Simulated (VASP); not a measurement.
Wanted: the native input for a VASP 6.6.1 run.

```yaml
Task: single point
Functional: r2SCAN
Potentials_or_basis: VASP PAW PBE potentials, release 64 (Al, Cu)
Cutoff: 520 eV
k_mesh: 12 × 12 × 10
Occupations: gaussian, width 0.1 eV
Spin: no spin polarisation
Dipole_correction: no
Further_INCAR_settings: ALGO = Normal; EDIFF = 1e-07; NBANDS = 24
```

Crystal: Al3Cu2.

```
Al Cu
1.0
     4.09195    0.00000    0.00000
    -2.04598    3.54373    0.00000
     0.00000    0.00000    4.99278
Al Cu
3 2
Direct
  0.00000 0.00000 0.00000
  0.33333 0.66667 0.34993
  0.66667 0.33333 0.65007
  0.33333 0.66667 0.83951
  0.66667 0.33333 0.16049
```

These files were run (other wordings do the same):

POSCAR

```
Al3Cu2
1.0
    4.0919516368      0.0000000000      0.0000000000
   -2.0459758184      3.5437340685      0.0000000000
    0.0000000000      0.0000000000      4.9927787000
Al Cu
3 2
Direct
    0.0000000000      0.0000000000      0.0000000000
    0.3333333333      0.6666666667      0.3499253500
    0.6666666667      0.3333333333      0.6500746500
    0.3333333333      0.6666666667      0.8395121300
    0.6666666667      0.3333333333      0.1604878700
```

INCAR.step1

```
ALGO     = Normal         # electronic algorithm
EDIFF    = 1E-4           # SCF threshold, eV
ENCUT    = 520            # plane-wave cutoff, eV
GGA      = PE             # functional
ISMEAR   = 0              # smearing method
LASPH    = True           # aspherical terms in the spheres
LCHARG   = False          # write CHGCAR
LREAL    = False          # projectors in reciprocal space
LWAVE    = True           # write WAVECAR
NBANDS   = 24             # bands
NELM     = 80             # most SCF steps
PREC     = Accurate       # precision mode
SIGMA    = 0.1            # smearing width, eV
```

INCAR.step2

```
ALGO     = Normal         # electronic algorithm
EDIFF    = 1E-7           # SCF threshold, eV
ENCUT    = 520            # plane-wave cutoff, eV
ISIF     = 2              # what is computed and relaxed
ISMEAR   = 0              # smearing method
ISTART   = 1            
LASPH    = True           # aspherical terms in the spheres
LCHARG   = False          # write CHGCAR
LMIXTAU  = True         
LREAL    = False          # projectors in reciprocal space
LWAVE    = False          # write WAVECAR
METAGGA  = R2SCAN         # meta-GGA
NBANDS   = 24             # bands
NELM     = 80             # most SCF steps
PREC     = Accurate       # precision mode
SIGMA    = 0.1            # smearing width, eV
```

KPOINTS

```
k-points
0
Gamma
  12 12 10
```

Potentials or basis: VASP PAW PBE potentials, release 64 (Al, Cu).

The run is started by

```console
$ cat potpaw_PBE.64/Al/POTCAR potpaw_PBE.64/Cu/POTCAR > POTCAR
$ cp INCAR.step1 INCAR
$ mpirun -np 1 vasp_std > vasp.out
$ cp INCAR.step2 INCAR
$ mpirun -np 1 vasp_std > vasp.out
```

It gave:

The pressure is 0.4 GPa, the largest force is 0.018 eV/Å and the band gap on the k mesh is zero (an odd number of electrons rules out a gap without spin polarisation).

Caveat: the PAW data sets were made with another functional, which shifts forces and pressure a little.

It took 32 min on 1 thread of Intel Xeon 8259CL (shared host), peak memory 0.37 GiB.
